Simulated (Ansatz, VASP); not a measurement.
## V in VASP and in Ansatz

```
V
1.0
     1.43046    0.82588    1.94625
    -1.43046    0.82588    1.94625
     0.00000   -1.65176    1.94625
V
1
Direct
  0.50000 0.50000 0.50000
```

Alike in both runs: functional PBE; k mesh 9 × 9 × 9; occupations gaussian, width 0.1 eV; no spin polarisation.

Ansatz relaxed the structure, and its values are those at the end. VASP's run is a single point on that final structure, the one shown.

|  | VASP | Ansatz |
| --- | --- | --- |
| version | VASP 6.6.1 | Ansatz 0.2.0 |
| potentials or method | VASP PAW PBE potentials, release 64 (V_sv), cutoff 520 eV | scalar-relativistic, plane waves, PAW |
| valence electrons in the cell | 13 | 13 |

|  | VASP | Ansatz | Ansatz less VASP |
| --- | --- | --- | --- |
| gap on the k mesh at the Fermi level (eV) | none | none | - |
| pressure (GPa) | 0.3 | 0.0 | -0.33 |

A gap of «none» marks a metal or a gap that the smearing closes.
